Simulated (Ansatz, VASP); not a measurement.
## One calculation of V, two programs

File INCAR:

```
PREC = Accurate
ENCUT = 520
EDIFF = 1E-7
ISMEAR = 0
SIGMA = 0.1
LREAL = False
LASPH = True
NELM = 150
ALGO = Normal
ISIF = 2
LWAVE = False
LCHARG = False
ISPIN = 2
MAGMOM = 2
LORBIT = 11
LMAXMIX = 4
GGA = PS
NBANDS = 16
```

Contents of KPOINTS:

```
Automatic mesh
0
Gamma
  8 8 8
```

POSCAR

```
V
1.0
   -1.5248108997      1.5248108997      1.5248108997
    1.5248108997     -1.5248108997      1.5248108997
    1.5248108997      1.5248108997     -1.5248108997
V
1
Direct
    0.0000000000      0.0000000000      0.0000000000
```

Input for Ansatz:

```yaml
crystal:
  lattice:
    - [-1.5248108996, 1.5248108996, 1.5248108996]
    - [1.5248108996, -1.5248108996, 1.5248108996]
    - [1.5248108996, 1.5248108996, -1.5248108996]
  atoms:
    - { symbol: V, position: [0.0, 0.0, 0.0], spin: 2.0 }
basis:
  ecutwfc: 420
kpoints:
  mp_grid: { grid: [8, 8, 8] }
hamiltonian:
  xc: pbesol
scf:
  occupations: { method: gaussian, width: 0.1 }
  lower_state_search: "off"
output:
  forces: true
  stress: true
  eigenvalues: true
  populations: true
magnetization:
  spin_polarized: true
```

Alike in both runs: task single point; functional PBEsol; k mesh 8 × 8 × 8; occupations gaussian, width 0.1 eV; collinear spin.

```csv
,VASP,Ansatz
version,VASP 6.6.1,Ansatz 0.2.0
potentials or method,"VASP PAW PBE potentials, release 64 (V_sv), cutoff 520 eV","scalar-relativistic, plane waves, PAW"
valence electrons in the cell,13,13
```

Ansatz gave:

* gap on the k mesh at the Fermi level (eV): none
* pressure (GPa): -16.0
* net moment per atom (μB): 0.00

Estimate VASP's values.

gap on the k mesh at the Fermi level (eV): none; pressure (GPa): -15.8; net moment per atom (μB): 0.00.

VASP's potentials were made for PBE, not for PBEsol. A gap of «none» marks a metal or a gap that the smearing closes. The functional is the same, so the differences come from potentials, cutoffs and numerics. Ansatz's warnings: seeded moment not kept.

The k mesh is coarse, so the values compare programs but aren't converged.
